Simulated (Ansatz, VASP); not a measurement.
## Ti in VASP and in Ansatz

```
CELL_PARAMETERS angstrom
0.00000 2.05515 2.08598
2.05515 0.00000 2.08598
2.05515 2.05515 0.00000
ATOMIC_POSITIONS crystal
Ti 0.00000 0.00000 0.00000
```

Change from the starting cell: strain +0.0150 x Voigt [0, 0, 1, 0, 0, 0], atoms carried along.

Alike in both runs: task single point; functional r2SCAN; k mesh 26 × 26 × 26; occupations gaussian, width 0.15 eV; no spin polarisation.

|  | VASP | Ansatz |
| --- | --- | --- |
| version | VASP 6.6.1 | Ansatz 0.2.0 |
| potentials or method | VASP PAW PBE potentials, release 64 (Ti_sv), cutoff 520 eV | scalar-relativistic, plane waves, PAW |
| valence electrons in the cell | 12 | 12 |

|  | VASP | Ansatz | Ansatz less VASP |
| --- | --- | --- | --- |
| gap on the k mesh at the Fermi level (eV) | none | none | - |
| pressure (GPa) | -1.2 | -1.6 | -0.38 |
| traceless stress, the component that is largest in VASP (GPa) | -0.34 | -0.34 | +0.001 |

VASP's potentials were made for PBE, not for r2SCAN. A gap of «none» marks a metal or a gap that the smearing closes. The functional is the same, so the differences come from potentials, cutoffs and numerics.
